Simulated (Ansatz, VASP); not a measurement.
Two plane-wave programs on CoSi3

```xyz
4
Lattice="3.6871 0.0000 0.0000 0.0000 3.6871 0.0000 0.0000 0.0000 3.6871" Properties=species:S:1:pos:R:3 pbc="T T T"
Si    0.0000    1.8436    1.8436
Si    1.8436    0.0000    1.8436
Si    1.8436    1.8436    0.0000
Co    0.0000    0.0000    0.0000
```

Alike in both runs: functional PBE; k mesh 12 × 12 × 12; occupations gaussian, width 0.1 eV; collinear spin.

Ansatz relaxed the structure, and its values are those at the end. VASP's run is a single point on that final structure, the one shown.

```csv
,VASP,Ansatz
version,VASP 6.6.1,Ansatz 0.2.0
potentials or method,"VASP PAW PBE potentials, release 64 (Si, Co), cutoff 520 eV","scalar-relativistic, plane waves, PAW"
valence electrons in the cell,21,29
```

VASP gave:

| Quantity | Value |
| --- | --- |
| gap on the k mesh at the Fermi level (eV) | none |
| pressure (GPa) | -0.1 |
| net moment per atom (μB) | 0.00 |

Task: What did Ansatz give for the same quantities?

Result: gap on the k mesh at the Fermi level (eV): none; pressure (GPa): 0.0; net moment per atom (μB): 0.00.

A gap of «none» marks a metal or a gap that the smearing closes. VASP's potentials hold 21 valence electrons a cell and Ansatz's 29, so a difference there can come from the potentials and not from the codes. Ansatz's warnings: seeded moment not kept.
